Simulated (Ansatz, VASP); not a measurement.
## One calculation of HCl, two programs

File INCAR:

```
PREC = Accurate ; ENCUT = 520
EDIFF = 1E-6 ; ISMEAR = 0
SIGMA = 0.15 ; LREAL = F
LASPH = T ; NELM = 80
ALGO = Normal ; ISIF = 2
LWAVE = F ; LCHARG = F
GGA = PS ; NBANDS = 11
```

The input KPOINTS:

```
regular mesh
0
Gamma
  16 16 16
```

File POSCAR:

```
HCl
1.0
    0.0000000000      2.6006250000      2.6006250000
    2.6006250000      0.0000000000      2.6006250000
    2.6006250000      2.6006250000      0.0000000000
H Cl
1 1
Direct
    0.0000000000      0.0000000000      0.0000000000
    0.5000000000      0.5000000000      0.5000000000
```

Input for Ansatz:

```yaml
crystal:
  lattice:
    - [0.0, 2.600625, 2.600625]
    - [2.600625, 0.0, 2.600625]
    - [2.600625, 2.600625, 0.0]
  atoms:
    - { symbol: H, position: [0.0, 0.0, 0.0] }
    - { symbol: Cl, position: [0.5, 0.5, 0.5] }
basis:
  ecutwfc: 420
kpoints:
  mp_grid: { grid: [16, 16, 16] }
hamiltonian:
  xc: pbesol
scf:
  occupations: { method: gaussian, width: 0.15 }
output:
  forces: true
  stress: true
  eigenvalues: true
```

Change from the starting cell: strain -0.050 along x and y, -0.050 along z, atoms carried along.

Alike in both runs: task single point; functional PBEsol; k mesh 16 × 16 × 16; occupations gaussian, width 0.15 eV; no spin polarisation.

```csv
,VASP,Ansatz
version,VASP 6.6.1,Ansatz 0.2.0
potentials or method,"VASP PAW PBE potentials, release 64 (H, Cl), cutoff 520 eV","scalar-relativistic, plane waves, PAW"
valence electrons in the cell,8,8
```

Ansatz gave:

```
gap on the k mesh at the Fermi level (eV) : none
pressure (GPa)                            : -11.1
```

**Question.** Which values does VASP return?

**Answer.** gap on the k mesh at the Fermi level (eV): none; pressure (GPa): -11.2.

VASP's potentials were made for PBE, not for PBEsol. A gap of «none» marks a metal or a gap that the smearing closes. The functional is the same, so the differences come from potentials, cutoffs and numerics.
